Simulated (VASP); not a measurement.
# CoSi2 (Fm-3m) in VASP: relaxation of cell and atoms with PBE+D4

Aim: the relaxation of cell and atoms of CoSi2 with PBE+D4.

All numbers are computed with VASP 6.6.1; they aren't measurements. Logs are shortened: lines on timing, memory, paths and dates and some standing lists are left out, and cuts for length are marked.

**1. The cell of the first run**

It takes space group Fm-3m (No. 225, cubic). The conventional cell has a = 5.356 Å, b = 5.356 Å, c = 5.356 Å, α = 90.00°, β = 90.00°, γ = 90.00°. Within 3.1 Å of Co (site symmetry m-3m) lie 8 Si at 2.32 Å. Si (site symmetry -43m) has 4 Co at 2.32 Å and 6 Si at 2.68 Å within 3.1 Å.

**2. Relaxation of cell and atoms, PBE+D4, collinear spin, ferromagnetic start**

The input, INCAR:

```
SYSTEM = CoSi2
PREC     = Accurate       ! precision mode
ENCUT    = 600            ! plane-wave cutoff, eV
EDIFF    = 1E-6           ! SCF threshold, eV
ISMEAR   = -1             ! smearing method
SIGMA    = 0.1            ! smearing width, eV
LREAL    = .False.        ! projectors in reciprocal space
LASPH    = .True.         ! aspherical terms in the spheres
NELM     = 150            ! most SCF steps
ALGO     = Normal         ! electronic algorithm
ISIF     = 3              ! what is computed and relaxed
LWAVE    = .False.        ! write WAVECAR
LCHARG   = .False.        ! write CHGCAR
ISPIN    = 2              ! spin polarisation
MAGMOM   = 1.8 0 0        ! initial moments
LORBIT   = 11             ! projections on sites
LMAXMIX  = 4              ! l up to which the mixer works
GGA      = PE             ! functional
IVDW     = 13             ! dispersion correction
IBRION   = 2              ! ionic algorithm
NSW      = 80             ! ionic steps
EDIFFG   = -0.02          ! ionic threshold
```

The input, KPOINTS:

```
Automatic mesh
0
Gamma
  11 11 11
  0 0 0
```

The input, POSCAR:

```
CoSi2
1.0
    0.0000000000      2.6780000000      2.6780000000
    2.6780000000      0.0000000000      2.6780000000
    2.6780000000      2.6780000000      0.0000000000
Co Si
1 2
Direct
    0.0000000000      0.0000000000      0.0000000000
    0.2500000000      0.2500000000      0.2500000000
    0.7500000000      0.7500000000      0.7500000000
```

Potentials or basis: VASP PAW PBE potentials, release 64 (Co, Si).

Launch:

```bash
> cat potpaw_PBE.64/Co/POTCAR potpaw_PBE.64/Si/POTCAR > POTCAR
> mpirun -np 1 vasp_std > vasp.out
```

OUTCAR:

```text
SYSTEM = CoSi2
   PREC = Accurate
   ENCUT = 600
   EDIFF = 1E-6
   ISMEAR = -1
   LREAL = .False.
   LASPH = .True.
   NELM = 150
   ISIF = 3
   ISPIN = 2
   LORBIT = 11
   GGA = PE
   IVDW = 13
   IBRION = 2
   NSW = 80
   EDIFFG = -0.02

 ion  position               nearest neighbor table
   1  0.000  0.000  0.000-   3 2.32   2 2.32   3 2.32   2 2.32   3 2.32   3 2.32   2 2.32   2 2.32

   2  0.250  0.250  0.250-   1 2.32   1 2.32   1 2.32   1 2.32   3 2.68   3 2.68   3 2.68   3 2.68
                             3 2.68   3 2.68
   3  0.750  0.750  0.750-   1 2.32   1 2.32   1 2.32   1 2.32   2 2.68   2 2.68   2 2.68   2 2.68
                             2 2.68   2 2.68

  LATTYP: Found a face centered cubic cell.
 ALAT       =     5.3560000000

  Lattice vectors:

 A1 = (   0.0000000000,   2.6780000000,   2.6780000000)
 A2 = (   2.6780000000,   0.0000000000,   2.6780000000)
 A3 = (   2.6780000000,   2.6780000000,   0.0000000000)

Analysis of symmetry for initial positions (statically):
=====================================================================
 Subroutine PRICEL returns:
 Original cell was already a primitive cell.

 Routine SETGRP: Setting up the symmetry group for a
 face centered cubic supercell.

 Subroutine GETGRP returns: Found 48 space group operations
 (whereof 48 operations were pure point group operations)
 out of a pool of 48 trial point group operations.

The static configuration has the point symmetry O_h .

Analysis of symmetry for dynamics (positions and initial velocities):
=====================================================================
 Subroutine PRICEL returns:
 Original cell was already a primitive cell.

 Routine SETGRP: Setting up the symmetry group for a
 face centered cubic supercell.

 Subroutine GETGRP returns: Found 48 space group operations
 (whereof 48 operations were pure point group operations)
 out of a pool of 48 trial point group operations.

The dynamic configuration has the point symmetry O_h .

Analysis of structural, dynamic, and magnetic symmetry:
=====================================================================
 Subroutine PRICEL returns:
 Original cell was already a primitive cell.

 Routine SETGRP: Setting up the symmetry group for a
 face centered cubic supercell.

 Subroutine GETGRP returns: Found 48 space group operations
 (whereof 48 operations were pure point group operations)
 out of a pool of 48 trial point group operations.

The overall configuration has the point symmetry O_h .

 Subroutine INISYM returns: Found 48 space group operations
 (whereof 48 operations are pure point group operations),
 and found     1 'primitive' translations

----------------------------------------------------------------------------------------

                                     Primitive cell

  volume of cell :      38.4115

  direct lattice vectors                    reciprocal lattice vectors
     0.000000000  2.678000000  2.678000000    -0.186706497  0.186706497  0.186706497
     2.678000000  0.000000000  2.678000000     0.186706497 -0.186706497  0.186706497
     2.678000000  2.678000000  0.000000000     0.186706497  0.186706497 -0.186706497

  length of vectors
     3.787263920  3.787263920  3.787263920     0.323385140  0.323385140  0.323385140

  position of ions in fractional coordinates (direct lattice)
     0.000000000  0.000000000  0.000000000
     0.250000000  0.250000000  0.250000000
     0.750000000  0.750000000  0.750000000

  ion indices of the primitive-cell ions
   primitive index   ion index
                 1           1
                 2           2
                 3           3

----------------------------------------------------------------------------------------

 KPOINTS: Automatic mesh

Automatic generation of k-mesh.
 Grid dimensions read from file:
 generate k-points for:   11   11   11

 Generating k-lattice:

  Cartesian coordinates                     Fractional coordinates (reciprocal lattice)
    -0.016973318  0.016973318  0.016973318     0.090909091  0.000000000  0.000000000
     0.016973318 -0.016973318  0.016973318     0.000000000  0.090909091  0.000000000
     0.016973318  0.016973318 -0.016973318     0.000000000  0.000000000  0.090909091

  Length of vectors
     0.029398649  0.029398649  0.029398649

  Shift w.r.t. Gamma in fractional coordinates (k-lattice)
     0.000000000  0.000000000  0.000000000

 Subroutine IBZKPT returns following result:
 ===========================================

 Found     56 irreducible k-points:

 Following reciprocal coordinates:
            Coordinates               Weight
  0.000000  0.000000  0.000000      1.000000
  0.090909  0.000000  0.000000      8.000000
  0.181818  0.000000  0.000000      8.000000
  0.272727  0.000000  0.000000      8.000000
  0.363636  0.000000  0.000000      8.000000
  0.454545  0.000000  0.000000      8.000000
[... 16 lines left out ...]
 -0.272727  0.181818  0.000000     24.000000
 -0.181818  0.181818  0.000000     12.000000
 [... further k-points ...]
   k-points           NKPTS =     56   k-points in BZ     NKDIM =     56   number of bands    NBANDS=     13
   number of dos      NEDOS =    301   number of ions     NIONS =      3
   total plane-waves  NPLWV =  27000
   dimension x,y,z NGX =    30 NGY =   30 NGZ =   30
   dimension x,y,z NGXF=    60 NGYF=   60 NGZF=   60
   ions per type =               1   2
   NGX,Y,Z   is equivalent  to a cutoff of  13.17, 13.17, 13.17 a.u.
   NGXF,Y,Z  is equivalent  to a cutoff of  26.34, 26.34, 26.34 a.u.
 SYSTEM =  CoSi2
   PREC   = accura    normal or accurate (medium, high low for compatibility)
   ISTART =      0    job   : 0-new  1-cont  2-samecut
   ICHARG =      2    charge: 1-file 2-atom 10-const
   ISPIN  =      2    spin polarized calculation?
   LNONCOLLINEAR =      F non collinear calculations
   LSORBIT =      F    spin-orbit coupling
   LASPH  =      T    aspherical Exc in radial PAW
   ENCUT  =  600.0 eV  44.10 Ry    6.64 a.u.   7.56  7.56  7.56*2*pi/ulx,y,z
   NELM   =    150;   NELMIN=  2; NELMDL= -5     # of ELM steps
   EDIFF  = 0.1E-05   stopping-criterion for ELM
   LREAL  =      F    real-space projection
   EDIFFG = -.2E-01   stopping-criterion for IOM
   NSW    =     80    number of steps for IOM
   IBRION =      2    ionic relax: 0-MD 1-quasi-New 2-CG
   NFREE  =      1    steps in history (QN), initial steepest desc. (CG)
   ISIF   =      3    stress and relaxation
   ISYM   =      2    0-nonsym 1-usesym 2-fastsym
   POTIM  = 0.5000    time-step for ionic-motion
   TEBEG  =    0.0;   TEEND  =   0.0 temperature during run
   PSTRESS=    0.0 pullay stress
   NELECT =      17.0000    total number of electrons
   NUPDOWN=      -1.0000    fix difference up-down
   EMIN   =  10.00;   EMAX   =-10.00  energy-range for DOS
   EFERMI =   0.00;   METHOD = LEGACY
   ISMEAR =    -1;   SIGMA  =   0.10  broadening in eV -4-tet -1-fermi 0-gaus
   EFERMI_NEDOS =   21; number of points for ismear=-14 and -15
   IALGO  =     38    algorithm
   IMIX   =      4    mixing-type and parameters
     AMIX     =   0.40;   BMIX     =  1.00
     AMIX_MAG =   1.60;   BMIX_MAG =  1.00
  volume/ion in A,a.u.               =      12.80        86.40
  Fermi-wavevector in a.u.,A,eV,Ry     =   1.247586  2.357596 21.177078  1.556471
  Thomas-Fermi vector in A             =   2.381712
   LORBIT       =     11    0 simple, 1 ext, 2 COOP (PROOUT), +10 PAW based schemes
   GGA     = PE    functional components
   LHFCALC =     F    Hartree Fock is set to
   AEXX    =    0.0000 exact exchange contribution
   IVDW    =    13    specifies the selected vdW correction
   LEPSILON=     F    determine dielectric tensor
   LRPA    =     F    only Hartree local field effects (RPA)
 conjugate gradient relaxation of ions
 spin polarized calculation
  energy-cutoff  :      600.00
  volume of cell :       38.41
 maximum number of plane-waves:      1303
   NGX = 15   NGY = 15   NGZ = 15

--------------------------------------- Ionic step        1  -------------------------------------------

 number of electron      17.0000005 magnetization      -0.0010354

 number of electron      17.0000005 magnetization       0.0002768

 Free energy of the ion-electron system (eV)
  ---------------------------------------------------
  ext. energy  EPLUGINS =         0.00000000
  ---------------------------------------------------
  free energy    TOTEN  =       -19.31270684 eV

  energy without entropy =      -19.27817779  energy(sigma->0) =      -19.29544231

------------------------ aborting loop because EDIFF is reached ----------------------------------------

  DFT-D4 for vdW energy calculation

  Edisp (eV):   -1.37853
[... 77 lines left out ...]
 number of electron      17.0000000 magnetization       0.0000006

 number of electron      17.0000000 magnetization      -0.0000005

 Free energy of the ion-electron system (eV)
  ---------------------------------------------------
  ext. energy  EPLUGINS =         0.00000000
  ---------------------------------------------------
  free energy    TOTEN  =       -19.29341817 eV

  energy without entropy =      -19.26033511  energy(sigma->0) =      -19.27687664

 E-fermi :  10.4813     XC(G=0): -11.8766

 val. band max:       10.4516220103   @ k =   0.1818   0.0000   0.0000
 cond. band min:      10.4959039259   @ k =   0.3636   0.1818   0.0000
 fundamental gap:      0.0442819156
 Fermi energy:        10.4812623402

 spin component 1

 k-point     1 :       0.0000    0.0000    0.0000
  band No.  band energies     occupation
      1      -2.8675      1.00000
      2       6.2712      1.00000
      3       6.2712      1.00000
      4       6.2712      1.00000
      5       8.4740      1.00000
      6       8.4740      1.00000
      7      11.5164      0.00003
      8      13.9340      0.00000
      9      13.9340      0.00000
     10      13.9340      0.00000
     11      13.9978      0.00000
     12      13.9978      0.00000
     13      13.9978      0.00000
[... 356 lines left out ...]
      2       4.2229      1.00000
      3       5.9120      1.00000
      4       6.9255      1.00000
      5       7.8463      1.00000
      6       8.6074      1.00000
      7       9.0944      1.00000
      8      10.0492      0.98689
      9      11.8973      0.00000
     10      13.7065      0.00000
     11      14.0809      0.00000
     12      14.3215      0.00000
     13      16.3899      0.00000

 [... further k-points ...]

 spin component 2

 k-point     1 :       0.0000    0.0000    0.0000
  band No.  band energies     occupation
      1      -2.8675      1.00000
      2       6.2712      1.00000
      3       6.2712      1.00000
      4       6.2712      1.00000
      5       8.4741      1.00000
      6       8.4741      1.00000
      7      11.5164      0.00003
      8      13.9340      0.00000
      9      13.9340      0.00000
     10      13.9340      0.00000
     11      13.9978      0.00000
     12      13.9978      0.00000
     13      13.9978      0.00000
[... 402 lines left out ...]
  FREE ENERGIE OF THE ION-ELECTRON SYSTEM (eV)
  ---------------------------------------------------
  free  energy   TOTEN  =       -20.7091512359 eV

  energy  without entropy=      -20.6760681785  energy(sigma->0) =      -20.69260971

 reached required accuracy - stopping structural energy minimisation

 total charge

# of ion       s       p       d       tot
------------------------------------------
    1        0.556   0.754   7.624   8.934
    2        0.716   0.892   0.000   1.608
    3        0.716   0.892   0.000   1.608
--------------------------------------------------
tot          1.988   2.539   7.624  12.151

 magnetization (x)

# of ion       s       p       d       tot
------------------------------------------
    1        0.000   0.000   0.000   0.000
    2       -0.000  -0.000   0.000  -0.000
    3       -0.000  -0.000   0.000  -0.000
--------------------------------------------------
tot         -0.000  -0.000   0.000   0.000
```

It took 6.2 min on 1 thread of Intel Xeon 8259CL, shared host; peak memory 0.23 GiB.

What came out:

```
Free energy                                           : -20.7092 eV
Relaxed volume                                        : 12.45 Å³/atom
Relaxed cell                                          : a = 3.752 Å, b = 3.752 Å, c = 3.752 Å, α = 60.00°, β = 60.00°, γ = 60.00°
Space group after relaxing (to 0.1 Å)                 : Fm-3m (No. 225)
Energy gained by relaxing                             : 6.0 meV/atom
Ionic steps                                           : 3
Pressure after relaxing                               : -0.2 GPa
Net moment                                            : 0.00 μB per cell
Valence electrons inside the program's atomic spheres : Co 8.93; Si 1.61
Dispersion energy per atom                            : -0.472 eV
```

Step by step:
```tsv
step	energy change (eV)	largest force (eV/Å)	pressure (GPa)	volume (Å³)
1	0.0000	0.0000	-5.18	38.41
2	0.0061	0.0000	6.66	36.16
3	-0.0179	0.0000	-0.15	37.34
```

Final structure:
```xyz
3
Lattice="0.0000 2.6530 2.6530 2.6530 0.0000 2.6530 2.6530 2.6530 0.0000" Properties=species:S:1:pos:R:3 pbc="T T T"
Co    0.0000    0.0000    0.0000
Si    1.3265    1.3265    1.3265
Si    3.9794    3.9794    3.9794
```

Levels at points of the mesh, in eV from the Fermi level:
Spin up:
```tsv
k point	band 5	band 6	band 7	band 8	band 9	band 10	band 11	band 12	band 13
(0.00, 0.00, 0.00)	-2.01	-2.01	1.04	3.45	3.45	3.45	3.52	3.52	3.52
```
Spin down:
| k point | band 7 | band 8 | band 9 | band 10 | band 11 | band 12 |
| --- | --- | --- | --- | --- | --- | --- |
| (0.00, 0.00, 0.00) | 1.04 | 3.45 | 3.45 | 3.45 | 3.52 | 3.52 |

Caveat: the moments typed at the start vanished in this run.
